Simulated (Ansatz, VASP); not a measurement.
# ZnO in VASP and in Ansatz

INCAR

```
SYSTEM = ZnO
PREC     = Accurate       ! precision mode
ENCUT    = 520            ! plane-wave cutoff, eV
EDIFF    = 1E-6           ! SCF threshold, eV
ISMEAR   = -1             ! smearing method
SIGMA    = 0.02           ! smearing width, eV
LREAL    = .False.        ! projectors in reciprocal space
LASPH    = .True.         ! aspherical terms in the spheres
NELM     = 80             ! most SCF steps
ALGO     = Normal         ! electronic algorithm
ISIF     = 2              ! what is computed and relaxed
LWAVE    = .False.        ! write WAVECAR
LCHARG   = .False.        ! write CHGCAR
GGA      = PE             ! functional
NBANDS   = 26             ! bands
```

Contents of KPOINTS:

```
regular mesh
0
Gamma
  12 12 6
  0 0 0
```

File POSCAR:

```
ZnO
1.0
    3.1382806409      0.0000000000      0.0000000000
   -1.5691403205      2.7178307592      0.0000000000
    0.0000000000      0.0000000000      5.0546232766
Zn O
2 2
Direct
    0.3333333333      0.6666666667     -0.0023477533
    0.6666666667      0.3333333333      0.4976522467
    0.3333333333      0.6666666667      0.3773477533
    0.6666666667      0.3333333333      0.8773477533
```

Input for Ansatz:

```yaml
crystal:
  lattice:
    - [3.1382806409, 0.0, 0.0]
    - [-1.5691403205, 2.7178307592, 0.0]
    - [0.0, 0.0, 5.0546232766]
  atoms:
    - { symbol: Zn, position: [0.3333333333, 0.6666666667, -0.0023477533] }
    - { symbol: Zn, position: [0.6666666667, 0.3333333333, 0.4976522467] }
    - { symbol: O, position: [0.3333333333, 0.6666666667, 0.3773477533] }
    - { symbol: O, position: [0.6666666667, 0.3333333333, 0.8773477533] }
kpoints:
  mp_grid: { grid: [12, 12, 6] }
  band_path:
    path:
      - [0.0, 0.0, 0.0]
      - [0.5, 0.0, 0.0]
      - [0.3333333333, 0.3333333333, 0.0]
      - [0.0, 0.0, 0.5]
      - [0.5, 0.0, 0.5]
      - [0.3333333333, 0.3333333333, 0.5]
    npoints: 1
hamiltonian:
  xc: pbe
scf:
  occupations: { method: fermi_dirac, width: 0.02 }
  n_extra_bands: 5
output:
  forces: true
  stress: true
  eigenvalues: true
```

Change from the starting cell: hydrostatic strain -3.0%.

Alike in both runs: task single point; functional PBE; k mesh 12 × 12 × 6; occupations fermi-dirac, width 0.02 eV; no spin polarisation.

```csv
,VASP,Ansatz
version,VASP 6.6.1,Ansatz 0.2.0
potentials or method,"VASP PAW PBE potentials, release 64 (Zn, O)","plane waves, PAW"
plane-wave cutoff (eV),520,420
valence electrons in the cell,36,36
```

|  | VASP | Ansatz | Ansatz less VASP |
| --- | --- | --- | --- |
| gap on the k mesh at the Fermi level (eV) | 0.92 | 0.93 | +0.011 |
| pressure (GPa) | 24.9 | 23.3 | -1.57 |
| rms of the force components (eV/Å) | 0.005 | 0.004 | -0.0007 |

Atom by atom the forces differ by 0.001 eV/Å (rms over components).
